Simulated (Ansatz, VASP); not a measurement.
Two plane-wave programs on BiTe

```xyz
2
Lattice="0.0000 3.2519 3.2519 3.2519 0.0000 3.2519 3.2519 3.2519 0.0000" Properties=species:S:1:pos:R:3 pbc="T T T"
Bi    0.0000    0.0000    0.0000
Te    3.2519    3.2519    3.2519
```

Alike in both runs: functional PBE; k mesh 16 × 16 × 16; occupations gaussian, width 0.1 eV; no spin polarisation.

Ansatz relaxed the structure, and its values are those at the end. VASP's run is a single point on that final structure, the one shown.

|  | VASP | Ansatz |
| --- | --- | --- |
| version | VASP 6.6.1 | Ansatz 0.2.0 |
| potentials or method | VASP PAW PBE potentials, release 64 (Bi_d, Te), cutoff 520 eV | scalar-relativistic, plane waves, PAW |
| valence electrons in the cell | 21 | 31 |

|  | VASP | Ansatz | Ansatz less VASP |
| --- | --- | --- | --- |
| gap on the k mesh at the Fermi level (eV) | none | none | - |
| pressure (GPa) | -0.1 | 0.0 | +0.05 |

A gap of «none» marks a metal or a gap that the smearing closes. With one functional, cell and mesh, what is left measures potentials, basis and numerics. VASP's potentials hold 21 valence electrons a cell and Ansatz's 31, so a difference there can come from the potentials and not from the codes.

Spin-orbit coupling is off throughout.
